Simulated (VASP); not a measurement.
**Si2Mo (fluorite type): density of states with PBE**

Crystal: Si2Mo (fluorite type).

```
CELL_PARAMETERS angstrom
0.00000 2.92758 2.92758
2.92758 0.00000 2.92758
2.92758 2.92758 0.00000
ATOMIC_POSITIONS crystal
Mo 0.00000 0.00000 0.00000
Si 0.25000 0.25000 0.25000
Si 0.75000 0.75000 0.75000
```

```json
{"Program": "VASP 6.6.1", "Task": "density of states", "Functional": "PBE", "Potentials or basis": "VASP PAW PBE potentials, release 64 (Mo_sv, Si)", "Cutoff": "520 eV", "k mesh": "10 × 10 × 10", "Occupations": "fermi-dirac, width 0.05 eV", "Spin": "no spin polarisation", "Dipole correction": "no", "k mesh for the DOS": "15 × 15 × 15", "Occupations for the DOS": "tetrahedron", "Further INCAR settings": "ALGO = Normal; EDIFF = 1e-07"}
```

* Valence electrons inside the program's atomic spheres: Mo 12.79; Si 1.58

Levels at points of the mesh, in eV from the Fermi level:
| k point | band 8 | band 9 | band 10 | band 11 | band 12 | band 13 | band 14 | band 15 |
| --- | --- | --- | --- | --- | --- | --- | --- | --- |
| (0.00, 0.00, 0.00) | -4.43 | -2.31 | -1.08 | -1.08 | 3.79 | 3.79 | 3.79 | 4.66 |

It took 38 s on 1 thread of AMD EPYC 9R45 96-Core Processor (Zen 5), with other jobs on the host, peak memory 0.2 GiB.
